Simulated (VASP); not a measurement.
Write the native input for VASP 6.6.1 that does the following.

* Task: single point
* Functional: PBE
* Potentials or basis: VASP PAW PBE potentials, release 64 (Nb_sv, As)
* Cutoff: 500 eV
* k mesh: 3 × 3 × 3
* Occupations: tetrahedron
* Spin: no spin polarisation
* Dipole correction: no
* Further INCAR settings: ALGO = Normal; EDIFF = 1e-06; NBANDS = 26

The structure of NbAs lies in POSCAR:

```
NbAs
1.0
   -1.7258500000      1.7258500000      5.8400000000
    1.7258500000     -1.7258500000      5.8400000000
    1.7258500000      1.7258500000     -5.8400000000
Nb As
2 2
Direct
    0.7500000000      0.7500000000      0.0000000000
    0.5000000000      0.0000000000      0.5000000000
    0.1660000000      0.1660000000      0.0000000000
    0.9160000000      0.4160000000      0.5000000000
```

The input as run:

INCAR

```
PREC = Accurate ; ENCUT = 500
EDIFF = 1E-6 ; ISMEAR = -5
SIGMA = 0.1 ; LREAL = F
LASPH = T ; NELM = 120
ALGO = Normal ; ISIF = 2
LWAVE = F ; LCHARG = F
GGA = PE ; NBANDS = 26
GGA_COMPAT = F
```

KPOINTS

```
Automatic mesh
0
Gamma
  3 3 3
```

Potentials or basis: VASP PAW PBE potentials, release 64 (Nb_sv, As).

Command:

```sh
$ cat potpaw_PBE.64/Nb_sv/POTCAR potpaw_PBE.64/As/POTCAR > POTCAR
$ mpirun -np 1 vasp_std > vasp.out
```

It gave:

The pressure is 4.2 GPa, the largest force is 0.307 eV/Å and the band gap on the k mesh is 0.36 eV, indirect (least direct gap 0.36 eV).

Caveat: the k points lie up to 0.86 Å⁻¹ apart.

Run time: 30 s on 1 thread of Intel(R) Xeon(R) Platinum 8259CL CPU @ 2.50GHz (Skylake/Cascade Lake), with other jobs on the host, peak memory 0.3 GiB.
